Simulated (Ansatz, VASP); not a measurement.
## Two plane-wave programs on PPb2

```xyz
6
Lattice="6.8564 0.0000 0.0000 0.0000 6.8564 0.0000 0.0000 0.0000 4.0948" Properties=species:S:1:pos:R:3 pbc="T T T"
P     0.0000    0.0000    0.0000
P     3.4282    3.4282    2.0474
Pb    2.0487    2.0487    0.0000
Pb    1.3795    5.4769    2.0474
Pb    4.8077    4.8077    0.0000
Pb    5.4769    1.3795    2.0474
```

Alike in both runs: functional r2SCAN; k mesh 4 × 4 × 4; occupations gaussian, width 0.1 eV; no spin polarisation.

Ansatz relaxed the structure, and its values are those at the end. VASP's run is a single point on that final structure, the one shown.

|  | VASP | Ansatz |
| --- | --- | --- |
| version | VASP 6.6.1 | Ansatz 0.2.0 |
| potentials or method | VASP PAW PBE potentials, release 64 (P, Pb_d), cutoff 520 eV | scalar-relativistic, plane waves, PAW |
| valence electrons in the cell | 66 | 66 |

```csv
,VASP,Ansatz,Ansatz less VASP
gap on the k mesh at the Fermi level (eV),none,none,-
pressure (GPa),0.0,0.0,+0.01
rms of the force components (eV/Å),0.004,0.004,-0.0004
```

VASP's potentials were made for PBE, not for r2SCAN. A gap of «none» marks a metal or a gap that the smearing closes.

The k mesh is coarse, so the values compare programs but aren't converged. Neither program's run includes spin-orbit coupling.
